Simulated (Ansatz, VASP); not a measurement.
CsPbCl3 in VASP and in Ansatz

```
CELL_PARAMETERS angstrom
5.60500 0.00000 0.00000
0.00000 5.60500 0.00000
0.00000 0.00000 5.60500
ATOMIC_POSITIONS crystal
Pb 0.50000 0.50000 0.50000
Cs 0.00000 0.00000 0.00000
Cl 0.50000 0.00000 0.50000
Cl 0.00000 0.50000 0.50000
Cl 0.50000 0.50000 0.00000
```

Alike in both runs: task relaxation of cell and atoms; functional BLYP; dispersion D4; k mesh 5 × 5 × 5; occupations fermi-dirac, width 0.05 eV; no spin polarisation.

```csv
,VASP,Ansatz
version,VASP 6.6.1,Ansatz 0.2.0
potentials or method,"VASP PAW PBE potentials, release 64 (Pb_d, Cs_sv, Cl)",Ansatz PAW
plane-wave cutoff (eV),600,420
valence electrons in the cell,44,44
```

Ansatz gave:

```
relaxed volume (Å³/atom)                                        : 37.67
relaxed length of the cell vector where the two differ most in proportion (Å) : 5.732
```

Which values does VASP return?

Relaxed volume (Å³/atom): 37.69; relaxed length of the cell vector where the two differ most in proportion (Å): 5.733.

VASP's potentials were made for PBE, not for BLYP.

Neither program's run includes spin-orbit coupling. Noted on Ansatz's run: odd divisions of the mesh miss points on the zone boundary, where band edges often lie, so the gap on the mesh can be too wide; the plane-wave basis is chosen anew once the cell has moved, so the energies of steps on either side of that aren't comparable.
